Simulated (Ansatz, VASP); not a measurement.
# Two plane-wave programs on SiC

```xyz
4
Lattice="3.0918 0.0000 0.0000 -1.5459 2.6775 0.0000 0.0000 0.0000 5.0740" Properties=species:S:1:pos:R:3 pbc="T T T"
Si    0.0000    1.7850    0.0232
Si    1.5459    0.8925    2.5602
C     0.0707    1.8557    2.0303
C     1.5459    0.8925    4.4674
```

Alike in both runs: task single point; functional PBE; k mesh 12 × 12 × 6; occupations gaussian, width 0.05 eV; no spin polarisation.

```csv
,VASP,Ansatz
version,VASP 6.6.1,Ansatz 0.2.0
potentials or method,"VASP PAW PBE potentials, release 64 (Si, C), cutoff 520 eV","scalar-relativistic, plane waves, PAW"
valence electrons in the cell,16,16
```

```csv
,VASP,Ansatz,Ansatz less VASP
gap on the k mesh at the Fermi level (eV),2.26,2.27,+0.003
least direct gap on the mesh (eV),3.97,3.97,+0.005
pressure (GPa),1.4,1.4,+0.05
"traceless stress, the component that is largest in VASP (GPa)",4.84,4.86,+0.014
rms of the force components (eV/Å),1.077,1.077,-0.0002
```

Atom by atom the forces differ by 0.001 eV/Å (rms over components).
